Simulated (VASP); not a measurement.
A run of VASP 6.6.1 is set up as follows.

The input INCAR:

```
SYSTEM = N
PREC = Accurate
ENCUT = 520
EDIFF = 1E-6
ISMEAR = 0
SIGMA = 0.05
LREAL = .False.
LASPH = .True.
NELM = 80
ALGO = Normal
ISIF = 2
LWAVE = .False.
LCHARG = .False.
GGA = PS
NBANDS = 18
```

KPOINTS

```
regular mesh
0
Gamma
  6 6 4
  0 0 0
```

File POSCAR:

```
N
1.0
    4.1672328106      0.0000000000      0.0000000000
   -2.0836164053      3.6089294775      0.0000000000
    0.0000000000      0.0000000000      7.0060035100
N
4
Direct
    0.2709879754      0.5419759508      0.3931606673
    0.3333333333      0.6666666667      0.1710699600
    0.6666666667      0.3333333333      0.8289300400
    0.6666666667      0.3333333333      0.6710699600
```

Potentials or basis: VASP PAW PBE potentials, release 64 (N).

Run with:

```sh
$ cat potpaw_PBE.64/N/POTCAR > POTCAR
$ mpirun -np 1 vasp_std > vasp.out
```

Estimate the largest force.

13.961 eV/Å.

Predict the pressure.

-10.7 GPa.

Estimate the band gap on the k mesh.

2.86 eV, indirect (least direct gap 2.97 eV).

Stress tensor (GPa, compression positive):
```
  0.24   0.00   0.00
  0.00  -2.64   9.04
  0.00   9.04 -29.81
```

Caveat: the cell differs from its parent crystal (atom 1 (N) moved by (-0.450, +0.450) A along y and z); the standard files for N, O and F lose accuracy on very short bonds; the PAW data sets were made with another functional, which shifts forces and pressure a little. A k mesh can miss the band edges.
